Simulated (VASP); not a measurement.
Here is a VASP 6.6.1 calculation.

The input INCAR:

```
ALGO = Normal ; EDIFF = 1E-7
EDIFFG = -0.008 ; ENCUT = 520
GGA = PE ; IBRION = 2
ISIF = 2 ; ISMEAR = 0
LASPH = T ; LCHARG = F
LREAL = F ; LWAVE = F
NELM = 80 ; NSW = 60
PREC = Accurate ; SIGMA = 0.02
```

KPOINTS

```
k-points
0
Gamma
  8 8 6
```

Contents of POSCAR:

```
BaTiO3
1.0
    3.8658863023      0.0000000000      0.0000000000
    0.0000000000      3.8658863023      0.0000000000
    0.0000000000      0.0000000000      4.0744681718
Ba Ti O
1 1 3
Direct
    0.5000000000      0.5000000000      0.5865216392
    0.0000000000      0.0000000000      0.1044019507
    0.0000000000      0.5000000000      0.0611504989
    0.5000000000      0.0000000000      0.0611504989
    0.0000000000      0.0000000000      0.5467724023
```

Potentials or basis: VASP PAW PBE potentials, release 64 (Ba_sv, Ti_sv, O).

The run is started by

```sh
$ cat potpaw_PBE.64/Ba_sv/POTCAR potpaw_PBE.64/Ti_sv/POTCAR potpaw_PBE.64/O/POTCAR > POTCAR
$ mpirun -np 1 vasp_std > vasp.out
```

Problem. What does it give for the band gap on the k mesh?

Solution. 1.89 eV (least direct gap 2.33 eV).

Problem. What does it give for the energy gained by relaxing?

Solution. 3.0 meV/atom.

Forces in eV/Å, atoms in the order of the input:
```
Ba   0.000  0.000  0.001
Ti   0.000  0.000 -0.006
O    0.000  0.000  0.003
O    0.000  0.000  0.003
O    0.000  0.000 -0.001
```

Caveat: the cell differs from its parent crystal (equal strain along all axes, cell held: -3.0 %); spin-orbit coupling is left out, which moves the levels of the heavy elements. A k mesh can miss the band edges.
